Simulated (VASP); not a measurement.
Crystal: BN.

```
B N
1.0
     0.00000    1.80482    1.80482
     1.80482    0.00000    1.80482
     1.80482    1.80482    0.00000
B N
1 1
Direct
  0.00000 0.00000 0.00000
  0.25000 0.25000 0.25000
```

Base run:

| Quantity | Value |
| --- | --- |
| Program | VASP 6.6.1 |
| Functional | PBEsol |
| Potentials or basis | VASP PAW PBE potentials, release 64 (B, N) |
| Cutoff | 520 eV |
| k mesh | 8 × 8 × 8 |
| Occupations | gaussian, width 0.01 eV |
| Spin | no spin polarisation |

Its results: band gap on the k mesh 4.28 eV (least direct gap 8.78 eV); pressure -0.7 GPa.

Problem. The run is repeated on the same cell with these changes: functional from PBEsol to PBE-based screened hybrid with 35 % exact exchange; k mesh from 8 × 8 × 8 to 6 × 6 × 6. What comes out?

Solution. Band gap on the k mesh 5.47 eV (least direct gap 10.31 eV); pressure -5.4 GPa.

Several settings changed at once.

Caveats: some runs use coarse meshes; the PAW data sets were made with another functional, which shifts forces and pressure a little.

A k mesh can miss the band edges.
